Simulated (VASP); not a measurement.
The system is LiCl.

```
CELL_PARAMETERS angstrom
0.00000 2.58210 2.58210
2.58210 0.00000 2.58210
2.58210 2.58210 0.00000
ATOMIC_POSITIONS crystal
Li 0.00000 0.00000 0.00000
Cl 0.50000 0.50000 0.50000
```

This cell differs from its parent crystal: strain +1.0%.

Base run:

```yaml
Program: VASP 6.6.1
Functional: HSE06
Potentials_or_basis: VASP PAW PBE potentials, release 64 (Li_sv, Cl)
Cutoff: 520 eV
k_mesh: 6 × 6 × 6
Occupations: gaussian, width 0.01 eV
Spin: no spin polarisation
```

Its results: band gap on the k mesh 7.61 eV, direct.

Q: The run is repeated on the same cell with these changes: functional from HSE06 to r2SCAN; k mesh from 6 × 6 × 6 to 8 × 8 × 8. What comes out?

A: Band gap on the k mesh 7.17 eV, direct.

Several settings changed at once, so the effect can't be laid on one alone.

A k mesh can miss the band edges.
